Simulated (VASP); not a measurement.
## FePt: relaxation of cell and atoms with PBE

Crystal: FePt.

```
Fe Pt
1.0
     2.73414    0.00000    0.00000
     0.00000    2.73414    0.00000
     0.00000    0.00000    3.78662
Fe Pt
1 1
Direct
  0.00000 0.00000 0.00000
  0.50000 0.50000 0.50000
```

| Property | Result |
| --- | --- |
| Program | VASP 6.6.1 |
| Task | relaxation of cell and atoms |
| Functional | PBE |
| Potentials or basis | VASP PAW PBE potentials, release 64 (Fe, Pt) |
| Cutoff | 600 eV |
| k mesh | 16 × 16 × 12 |
| Occupations | gaussian, width 0.1 eV |
| Spin | collinear spin, ferromagnetic start |
| Starting moments | [3.31, 0.43] μB |
| Dipole correction | no |
| Further INCAR settings | ALGO = Normal; EDIFF = 1e-07; IBRION = 2; EDIFFG = -0.01; NSW = 80; ISIF = 3 |

* Relaxed volume: 14.00 Å³/atom
* Relaxed cell: a = 2.726 Å, b = 2.726 Å, c = 3.768 Å, α = 90.00°, β = 90.00°, γ = 90.00°
* Space group after relaxing (to 0.1 Å): P4/mmm (No. 123)
* Energy gained by relaxing: 1.1 meV/atom
* Ionic steps: 4
* Pressure after relaxing: 0.0 GPa
* Net moment: 3.28 μB per cell
* Site moments: Fe +2.94; Pt +0.32 μB
* Valence electrons inside the program's atomic spheres: Fe 6.96; Pt 9.41

Stress tensor (GPa, compression positive):
```
 0.05  0.00  0.00
 0.00  0.05  0.00
 0.00  0.00 -0.09
```

The path:
```csv
step,energy change (eV),largest force (eV/Å),pressure (GPa),volume (Å³)
1,0.0000,0.0000,-2.19,28.31
2,0.0030,0.0000,3.61,27.52
3,-0.0022,0.0000,0.01,27.99
4,-0.0022,0.0000,0.00,27.99
```

Final structure:
```
Fe Pt
1.0
     2.72569    0.00000    0.00000
     0.00000    2.72569    0.00000
     0.00000    0.00000    3.76782
Fe Pt
1 1
Direct
  0.00000 0.00000 0.00000
  0.50000 0.50000 0.50000
```

Levels at points of the mesh, in eV from the Fermi level:
Spin up:
| k point | band 7 | band 8 | band 9 | band 10 | band 11 | band 12 | band 13 | band 14 | band 15 |
| --- | --- | --- | --- | --- | --- | --- | --- | --- | --- |
| (0.00, 0.00, 0.00) | -2.09 | -1.98 | -0.51 | -0.43 | -0.43 | 2.12 | 9.38 | 11.74 | 11.74 |
| (0.50, 0.00, 0.00) | -2.61 | -2.52 | -2.15 | -1.57 | 0.14 | 2.06 | 10.25 | 10.32 | 12.20 |
| (0.50, 0.50, 0.00) | -0.55 | -0.54 | -0.54 | 0.59 | 1.70 | 1.70 | 7.58 | 9.93 | 10.73 |
| (0.00, 0.00, 0.50) | -2.31 | -2.31 | -2.08 | -2.08 | -1.86 | -0.78 | 15.48 | 15.69 | 16.14 |
| (0.50, 0.00, 0.50) | -1.23 | -0.90 | -0.55 | -0.54 | -0.46 | -0.42 | 4.64 | 6.64 | 16.18 |
| (0.50, 0.50, 0.50) | -2.36 | -1.75 | -1.07 | 0.59 | 6.80 | 6.80 | 7.65 | 8.33 | 8.39 |
Spin down:
```
           k point  band 6  band 7  band 8  band 9  band 10  band 11
(0.00, 0.00, 0.00)   -0.80   -0.70    0.55    1.66     1.66     1.70
(0.50, 0.00, 0.00)   -1.32   -1.15   -0.84    0.58     0.74     2.38
(0.50, 0.50, 0.00)    1.24    1.65    1.71    1.71     1.73     1.82
(0.00, 0.00, 0.50)   -1.83   -1.37   -0.53    0.17     0.49     0.49
(0.50, 0.00, 0.50)   -0.45   -0.43   -0.36    0.93     1.47     1.59
(0.50, 0.50, 0.50)   -1.30   -1.30    0.79    0.97     1.73     7.50
```

Wall time 7.5 min on 1 thread of Intel(R) Xeon(R) Platinum 8488C (Sapphire Rapids), with other jobs on the host, peak memory 0.4 GiB.

Caveat: spin-orbit coupling is left out, which moves the levels of the heavy elements.
